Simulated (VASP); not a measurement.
# VCo (Pm-3m) in VASP: a series of runs

VCo is run at these levels: LDA; tasks: single point.

Everything below comes from runs of VASP 6.6.1. Logs are shortened: lines on timing, memory, paths and dates and some standing lists are left out, and cuts for length are marked.

## 1. The cell of the first run

The structure is cubic, space group Pm-3m (No. 221). The conventional cell has a = 2.890 Å, b = 2.890 Å, c = 2.890 Å, α = 90.00°, β = 90.00°, γ = 90.00°. V (site symmetry m-3m) has 8 Co at 2.50 Å and 6 V at 2.89 Å within 3.3 Å. Co (site symmetry m-3m) has 8 V at 2.50 Å and 6 Co at 2.89 Å within 3.3 Å.

## 2. Single point, LDA, collinear spin, ferromagnetic start

INCAR

```
SYSTEM = VCo
ALGO = Normal
EDIFF = 1E-6
ENCUT = 520
GGA = CA
ISIF = 2
ISMEAR = -1
ISPIN = 2
LASPH = .TRUE.
LCHARG = .FALSE.
LMAXMIX = 4
LORBIT = 11
LREAL = .FALSE.
LWAVE = .FALSE.
MAGMOM = 1.5 2.5
NBANDS = 22
NELM = 150
PREC = Accurate
SIGMA = 0.1
```

KPOINTS

```
k-points
0
G
  10 10 10
  0 0 0
```

POSCAR

```
VCo
1.0
    2.8904280000      0.0000000000      0.0000000000
    0.0000000000      2.8904280000      0.0000000000
    0.0000000000      0.0000000000      2.8904280000
V Co
1 1
Direct
    0.0000000000      0.0000000000      0.0000000000
    0.5000000000      0.5000000000      0.5000000000
```

Potentials or basis: VASP PAW LDA potentials, release 64 (V_sv, Co).

On the command line:

```sh
> cat potpaw_LDA.64/V_sv/POTCAR potpaw_LDA.64/Co/POTCAR > POTCAR
> mpirun -np 1 vasp_std > vasp.out
```

OUTCAR:

```text
SYSTEM = VCo
   EDIFF = 1E-6
   ENCUT = 520
   GGA = CA
   ISIF = 2
   ISMEAR = -1
   ISPIN = 2
   LASPH = .TRUE.
   LORBIT = 11
   LREAL = .FALSE.
   NELM = 150
   PREC = Accurate

 ion  position               nearest neighbor table
   1  0.000  0.000  0.000-   2 2.50   2 2.50   2 2.50   2 2.50   2 2.50   2 2.50   2 2.50   2 2.50

   2  0.500  0.500  0.500-   1 2.50   1 2.50   1 2.50   1 2.50   1 2.50   1 2.50   1 2.50   1 2.50

  LATTYP: Found a simple cubic cell.
 ALAT       =     2.8904280000

  Lattice vectors:

 A1 = (   2.8904280000,   0.0000000000,   0.0000000000)
 A2 = (   0.0000000000,   2.8904280000,   0.0000000000)
 A3 = (   0.0000000000,   0.0000000000,   2.8904280000)

Analysis of symmetry for initial positions (statically):
=====================================================================
 Subroutine PRICEL returns:
 Original cell was already a primitive cell.

 Routine SETGRP: Setting up the symmetry group for a
 simple cubic supercell.

 Subroutine GETGRP returns: Found 48 space group operations
 (whereof 48 operations were pure point group operations)
 out of a pool of 48 trial point group operations.

The static configuration has the point symmetry O_h .

Analysis of symmetry for dynamics (positions and initial velocities):
=====================================================================
 Subroutine PRICEL returns:
 Original cell was already a primitive cell.

 Routine SETGRP: Setting up the symmetry group for a
 simple cubic supercell.

 Subroutine GETGRP returns: Found 48 space group operations
 (whereof 48 operations were pure point group operations)
 out of a pool of 48 trial point group operations.

The dynamic configuration has the point symmetry O_h .

Analysis of structural, dynamic, and magnetic symmetry:
=====================================================================
 Subroutine PRICEL returns:
 Original cell was already a primitive cell.

 Routine SETGRP: Setting up the symmetry group for a
 simple cubic supercell.

 Subroutine GETGRP returns: Found 48 space group operations
 (whereof 48 operations were pure point group operations)
 out of a pool of 48 trial point group operations.

The overall configuration has the point symmetry O_h .

 Subroutine INISYM returns: Found 48 space group operations
 (whereof 48 operations are pure point group operations),
 and found     1 'primitive' translations

----------------------------------------------------------------------------------------

                                     Primitive cell

  volume of cell :      24.1483

  direct lattice vectors                    reciprocal lattice vectors
     2.890428000  0.000000000  0.000000000     0.345969524  0.000000000  0.000000000
     0.000000000  2.890428000  0.000000000     0.000000000  0.345969524  0.000000000
[... 113 lines left out ...]
   IVDW    =     0    specifies the selected vdW correction
   LEPSILON=     F    determine dielectric tensor
   LRPA    =     F    only Hartree local field effects (RPA)
 spin polarized calculation
  energy-cutoff  :      520.00
  volume of cell :       24.15
 maximum number of plane-waves:       672
 NGX is ok and might be reduce to    24
   NGX = 11   NGY = 11   NGZ = 11

 number of electron      22.0000004 magnetization       1.4505018

 Free energy of the ion-electron system (eV)
  ---------------------------------------------------
  ext. energy  EPLUGINS =         0.00000000
  ---------------------------------------------------
  free energy    TOTEN  =       -18.17289697 eV

  energy without entropy =      -18.05510883  energy(sigma->0) =      -18.11400290

 E-fermi :  10.2540     XC(G=0): -13.5064

 val. band max:       10.2523314431   @ k =   0.3000   0.3000   0.2000
 cond. band min:      10.2560314361   @ k =   0.5000   0.5000   0.4000
 fundamental gap:      0.0036999930
 Fermi energy:        10.2539661490

 spin component 1

 k-point     1 :       0.0000    0.0000    0.0000
  band No.  band energies     occupation
      1     -53.6956      1.00000
      2     -27.8263      1.00000
      3     -27.8263      1.00000
      4     -27.8263      1.00000
      5       2.0488      1.00000
      6       5.7133      1.00000
[... 589 lines left out ...]
     21      28.8947      0.00000
     22      29.3642      0.00000

 [... further k-points ...]

 spin component 2

 k-point     1 :       0.0000    0.0000    0.0000
  band No.  band energies     occupation
      1     -53.2201      1.00000
      2     -27.3623      1.00000
      3     -27.3623      1.00000
      4     -27.3623      1.00000
      5       2.2351      1.00000
      6       6.3480      1.00000
[... 589 lines left out ...]
     21      29.1428      0.00000
     22      29.6434      0.00000

 [... further k-points ...]

------------------------ aborting loop because EDIFF is reached ----------------------------------------

  FORCE on cell =-STRESS in cart. coord.  units (eV):
  Direction    XX          YY          ZZ          XY          YZ          ZX
  --------------------------------------------------------------------------------------
  -------------------------------------------------------------------------------------
  Total       -2.2922062     -2.2922062     -2.2922062      0.0000000      0.0000000     -0.0000000
  in kB     -152.0819914   -152.0819914   -152.0819914      0.0000000      0.0000000     -0.0000000
  external PRESSURE =    -152.0819914 kB  Pullay stress =       0.0000000 kB

 VOLUME and BASIS-vectors are now :
 -----------------------------------------------------------------------------
  energy-cutoff  :      520.00
  volume of cell :       24.15
      direct lattice vectors                 reciprocal lattice vectors
     2.890428000  0.000000000  0.000000000     0.345969524  0.000000000  0.000000000
     0.000000000  2.890428000  0.000000000     0.000000000  0.345969524  0.000000000
     0.000000000  0.000000000  2.890428000     0.000000000  0.000000000  0.345969524

 POSITION                                       TOTAL-FORCE (eV/Angst)
 -----------------------------------------------------------------------------------
      0.00000      0.00000      0.00000         0.000000      0.000000      0.000000
      1.44521      1.44521      1.44521         0.000000      0.000000      0.000000
 -----------------------------------------------------------------------------------
    total drift:                                0.000000      0.000000     -0.000000

  FREE ENERGIE OF THE ION-ELECTRON SYSTEM (eV)
  ---------------------------------------------------
  free  energy   TOTEN  =       -18.1728969713 eV

  energy  without entropy=      -18.0551088278  energy(sigma->0) =      -18.11400290

 total charge

# of ion       s       p       d       tot
------------------------------------------
    1        2.324   6.242   3.013  11.579
    2        0.534   0.515   7.329   8.378
--------------------------------------------------
tot          2.859   6.757  10.342  19.957

 magnetization (x)

# of ion       s       p       d       tot
------------------------------------------
    1        0.001  -0.001   0.502   0.502
    2        0.017   0.016   0.876   0.909
--------------------------------------------------
tot          0.017   0.015   1.378   1.411
```

OSZICAR:

```text
N       E                     dE             d eps       ncg     rms          rms(c)
DAV:   1     0.163590024667E+03    0.16359E+03   -0.10634E+04  5056   0.125E+03
DAV:   2    -0.148092159872E+02   -0.17840E+03   -0.17056E+03  5000   0.317E+02
DAV:   3    -0.205368551862E+02   -0.57276E+01   -0.56662E+01  5468   0.668E+01
DAV:   4    -0.206020137963E+02   -0.65159E-01   -0.65141E-01  5704   0.688E+00
DAV:   5    -0.206038905288E+02   -0.18767E-02   -0.18767E-02  5604   0.119E+00    0.230E+01
DAV:   6    -0.185973066380E+02    0.20066E+01   -0.99676E+00  5552   0.452E+01    0.859E+00
DAV:   7    -0.236835088266E+02   -0.50862E+01   -0.38828E+01  5578   0.465E+01    0.326E+01
DAV:   8    -0.181828155123E+02    0.55007E+01   -0.29026E+01  6098   0.376E+01    0.252E+00
DAV:   9    -0.181741112810E+02    0.87042E-02   -0.18930E-01  5486   0.318E+00    0.123E+00
DAV:  10    -0.181709939906E+02    0.31173E-02   -0.71104E-03  6214   0.749E-01    0.878E-01
DAV:  11    -0.181715455197E+02   -0.55153E-03   -0.72944E-03  5622   0.859E-01    0.638E-01
DAV:  12    -0.181729251295E+02   -0.13796E-02   -0.98776E-03  6442   0.925E-01    0.375E-01
DAV:  13    -0.181729638613E+02   -0.38732E-04   -0.36003E-03  6512   0.492E-01    0.155E-01
DAV:  14    -0.181728582955E+02    0.10557E-03   -0.42381E-04  7308   0.150E-01    0.719E-02
DAV:  15    -0.181729006957E+02   -0.42400E-04   -0.16849E-04  6032   0.126E-01    0.387E-02
DAV:  16    -0.181728962974E+02    0.43983E-05   -0.16292E-05  5532   0.365E-02    0.738E-03
DAV:  17    -0.181728969713E+02   -0.67385E-06   -0.20148E-06  2766   0.150E-02
   1 F= -.18172897E+02 E0= -.18114003E+02  d E =-.117788E+00  mag=     1.4498
```

stdout:

```text
POSCAR found type information on POSCAR V Co
 POSCAR found :  2 types and       2 ions
 scaLAPACK will be used
 LDA part: xc-table for (Slater(with rela. corr.)+CA(PZ))
 , standard interpolation
 POSCAR, INCAR and KPOINTS ok, starting setup
 FFT: planning ... GRIDC
 FFT: planning ... GRID_SOFT
 FFT: planning ... GRID
 WAVECAR not read
 entering main loop
```

Run time: 26 s. Hardware: 1 thread of Intel Xeon 6975P-C (Granite Rapids), shared host; peak memory 0.16 GiB.

Results:

```
Free energy                                           : -18.1729 eV
Pressure                                              : -15.2 GPa
Net moment                                            : 1.45 μB per cell
Site moments                                          : V +0.50; Co +0.91 μB
Valence electrons inside the program's atomic spheres : V 11.58; Co 8.38
```

Caveat: the cell stands under tension.

(Continued in part 2 of 2.)
